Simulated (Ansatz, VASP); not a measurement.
## Ru: VASP beside Ansatz

File POSCAR:

```
Ru
1.0
    2.7588683749      0.0000000000      0.0000000000
   -1.3794341875      2.3892500984      0.0000000000
    0.0000000000      0.0000000000      4.3658801443
Ru
2
Direct
    0.6666666667      0.3333333333      0.7500000000
    0.3333333333      0.6666666667      0.2500000000
```

Contents of INCAR.step1:

```
SYSTEM = Ru
PREC = Accurate
ENCUT = 520
EDIFF = 1E-5
ISMEAR = -1
SIGMA = 0.05
LREAL = .False.
LASPH = .True.
NELM = 100
ALGO = Normal
ISIF = 2
LWAVE = .True.
GGA = PE
NBANDS = 21
```

File INCAR.step2:

```
SYSTEM = Ru
PREC = Accurate
ENCUT = 520
EDIFF = 1E-6
ISMEAR = -1
SIGMA = 0.05
LREAL = .False.
LASPH = .True.
NELM = 100
ALGO = Normal
ISIF = 2
LWAVE = .False.
LCHARG = .True.
GGA = PE
LHFCALC = .True.
AEXX = 0.25
PRECFOCK = Normal
LELF = .True.
LVHAR = .True.
ISTART = 1
NBANDS = 21
```

KPOINTS

```
regular mesh
0
Gamma
  6 6 4
  0 0 0
```

The input input.yaml:

```yaml
crystal:
  lattice:
    - [2.7588683749, 0.0, 0.0]
    - [-1.3794341875, 2.3892500984, 0.0]
    - [0.0, 0.0, 4.3658801443]
  atoms:
    - { symbol: Ru, position: [0.6666666667, 0.3333333333, 0.75] }
    - { symbol: Ru, position: [0.3333333333, 0.6666666667, 0.25] }
hamiltonian:
  xc: pbe0
  pseudopotentials: { kind: paw }
kpoints:
  mp_grid: { grid: [6, 6, 4] }
scf:
  occupations: { method: fermi_dirac, width: 0.05 }
output:
  forces: true
  stress: true
  eigenvalues: true
  write_density: true
  write_potential: true
  elf: true
  volumetric_format: npy
```

Alike in both runs: task single point; functional PBE0; k mesh 6 × 6 × 4; occupations fermi-dirac, width 0.05 eV; no spin polarisation.

|  | VASP | Ansatz |
| --- | --- | --- |
| version | VASP 6.6.1 | Ansatz 0.2.0 |
| potentials or method | VASP PAW PBE potentials, release 64 (Ru_pv) | Ansatz PAW |
| plane-wave cutoff (eV) | 520 | 420 |
| valence electrons in the cell | 28 | 32 |

|  | VASP | Ansatz | Ansatz less VASP |
| --- | --- | --- | --- |
| gap on the k mesh at the Fermi level (eV) | none | none | - |
| pressure (GPa) | -24.8 | -25.1 | -0.31 |
| traceless stress, the component that is largest in VASP (GPa) | -6.36 | -6.33 | +0.030 |

A gap of «none» marks a metal or a gap that the smearing closes. VASP's potentials hold 28 valence electrons a cell and Ansatz's 32, so a difference there can come from the potentials and not from the codes.

The k mesh is coarse, so the values compare programs but aren't converged.
